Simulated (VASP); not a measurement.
Here is a VASP 6.6.1 calculation.

File INCAR:

```
SYSTEM = HCN
ALGO = Normal ; DIPOL = 0.5 0.5 0.755
EDIFF = 1E-6 ; ENCUT = 1000
GGA = PE ; GGA_COMPAT = .False.
IDIPOL = 3 ; ISIF = 2
ISMEAR = 0 ; LASPH = .True.
LCHARG = .False. ; LDIPOL = .True.
LREAL = .False. ; LWAVE = .False.
NBANDS = 12 ; NELM = 120
NELMDL = -8 ; PREC = Accurate
SIGMA = 0.1
```

Contents of KPOINTS:

```
k-points
0
Gamma
  3 3 1
  0 0 0
```

POSCAR

```
HCN
1.0
    6.0636097074      0.0000000000      0.0000000000
    0.0000000000      6.4484590514      0.0000000000
    0.0000000000      0.0000000000     25.0016533936
C N H
1 1 1
Direct
    0.2587510266      0.1431529214      0.7550336269
    0.2601892571     -0.0363244283      0.7551653132
    0.2573319104      0.3102840575      0.7548871374
```

Potentials or basis: VASP PAW PBE potentials, release 64 (C_h, N_h, H_h).

Launch:

```sh
$ cat potpaw_PBE.64/C_h/POTCAR potpaw_PBE.64/N_h/POTCAR potpaw_PBE.64/H_h/POTCAR > POTCAR
$ mpirun -np 1 vasp_std > vasp.out
```

Problem. What does it give for the gap between the frontier levels?

Solution. 7.81 eV (least direct gap 7.82 eV).

Problem. What does it give for the largest force?

Solution. 0.052 eV/Å.

Forces on the atoms (eV/Å):
```
C   -0.002  0.052 -0.002
N    0.000 -0.013  0.000
H    0.002 -0.040  0.002
```
